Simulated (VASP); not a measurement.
Wanted: the native input for a VASP 6.6.1 run.

- Task: single point
- Functional: PBE
- Potentials or basis: VASP PAW PBE potentials, release 64 (Mg, C)
- Cutoff: 520 eV
- k mesh: 8 × 8 × 6
- Occupations: gaussian, width 0.02 eV
- Spin: no spin polarisation
- Dipole correction: no
- Further INCAR settings: ALGO = Normal; EDIFF = 1e-07; NBANDS = 16

The structure of Mg2C3 lies in POSCAR:

```
Mg2C3
1.0
    2.3408448665     -2.2652328270      0.0150615765
    2.3408448665      2.2652328270      0.0150615765
   -1.1583619456      0.0000000000      4.7275885846
Mg C
2 3
Direct
    0.8083151568      0.8083151568      0.2015004638
    0.1916848432      0.1916848432      0.7984995362
    0.2979488774      0.2979488774      0.2607644629
    0.7020511226      0.7020511226      0.7392355371
    0.5000000000      0.5000000000      0.5000000000
```

One way to write it, as run:

INCAR

```
PREC     = Accurate       # precision mode
ENCUT    = 520            # plane-wave cutoff, eV
EDIFF    = 1E-7           # SCF threshold, eV
ISMEAR   = 0              # smearing method
SIGMA    = 0.02           # smearing width, eV
LREAL    = False          # projectors in reciprocal space
LASPH    = True           # aspherical terms in the spheres
NELM     = 100            # most SCF steps
ALGO     = Normal         # electronic algorithm
ISIF     = 2              # what is computed and relaxed
LWAVE    = False          # write WAVECAR
LCHARG   = True           # write CHGCAR
GGA      = PE             # functional
LELF     = True           # ELF
LVHAR    = True         
NBANDS   = 16             # bands
```

KPOINTS

```
regular mesh
0
Gamma
  8 8 6
```

Potentials or basis: VASP PAW PBE potentials, release 64 (Mg, C).

Launch:

```sh
$ cat potpaw_PBE.64/Mg/POTCAR potpaw_PBE.64/C/POTCAR > POTCAR
$ mpirun -np 1 vasp_std > vasp.out
```

Results of the run:

```
Pressure               : 12.0 GPa
Largest force          : 0.044 eV/Å
Band gap on the k mesh : 1.75 eV (least direct gap 2.56 eV)
```

Caveat: the cell stands under pressure.

Run time: 78 s on 1 thread of Oxide Virtual Turin-like Processor (shared host), peak memory 0.18 GiB.
